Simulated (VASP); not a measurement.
Crystal: TbHgB4.

```
Tb B Hg
1.0
     2.43404   -4.14848    0.00000
     2.43404    4.14848    0.00000
     0.00000    0.00000    4.49256
Tb B Hg
1 4 1
Cartesian
  0.0000 0.0000 2.2463
  2.4340 -1.2505 0.0000
  2.4340 1.2505 0.0000
  1.2170 2.0742 0.0000
  1.2170 -2.0742 0.0000
  0.0000 0.0000 0.0000
```

The cell was generated, and may not be a known phase.

```yaml
Program: VASP 6.6.1
Task: relaxation of cell and atoms
Functional: PBE
Potentials_or_basis: VASP PAW PBE potentials, release 64 (Tb_3, B, Hg), 4f in core
Cutoff: 500 eV
k_mesh: 4 × 4 × 4
Occupations: gaussian, width 0.2 eV
Spin: no spin polarisation
```

At the start: pressure 47.1 GPa; volume 15.12 Å³/atom.

Q: How do energy, volume and symmetry change on relaxing?

A: Over 16 steps the energy falls by 1105.8 meV/atom and the volume is 19.65 Å³/atom (+30.0 %); space group Cmmm (No. 65, to 0.1 Å) before and after.

Step by step:
```
step  energy change (eV)  largest force (eV/Å)  pressure (GPa)  volume (Å³)
   1              0.0000                4.5427           47.11        90.73
   2             -4.1603                0.6022          -12.14       160.03
   3             -5.5102                0.6064           -2.79       126.37
   4             -5.5103                0.4993           -3.81       128.34
   5             -5.5121                0.5438           -3.39       127.51
   6             -5.9944                1.8835           -0.85       121.57
   7             -6.0893                3.0052            7.59       112.41
   8             -6.1846                2.6302            2.56       116.94
   9             -6.4293                2.0428            2.74       116.09
  10             -6.5070                0.4592            3.91       114.97
  11             -6.5172                1.0383            3.47       115.29
  12             -6.6076                0.5288            1.05       117.49
  13             -6.6290                0.1643           -0.74       119.36
  14             -6.6291                0.1789           -0.67       119.28
  15             -6.6323                0.0922           -0.46       118.80
  16             -6.6349                0.0787           -0.05       117.91
```

Final structure:
```yaml
crystal:
  lattice:
    - [2.69372, -3.79916, 0.00000]
    - [2.69372, 3.79916, 0.00000]
    - [0.00000, 0.00000, 5.76097]
  atoms:
    - { symbol: Tb, position: [0.00000, 0.00000, 0.50000] }
    - { symbol: B, position: [0.61411, 0.38589, 0.00000] }
    - { symbol: B, position: [0.38589, 0.61411, 0.00000] }
    - { symbol: B, position: [0.00000, 0.50000, 0.00000] }
    - { symbol: B, position: [0.50000, 0.00000, 0.00000] }
    - { symbol: Hg, position: [0.00000, 0.00000, 0.00000] }
```

Caveat: the k points lie up to 0.36 Å⁻¹ apart in the final cell, too coarse for converged energies and pressures of a metal; the volume moved by over 15 % at a fixed basis, so the end points are rough; an odd number of electrons without spin polarisation forces a metal; a magnetic or distorted state may lie lower; the relaxation stopped at a loose force limit of 0.08 eV/Å, so its end isn't a converged minimum.
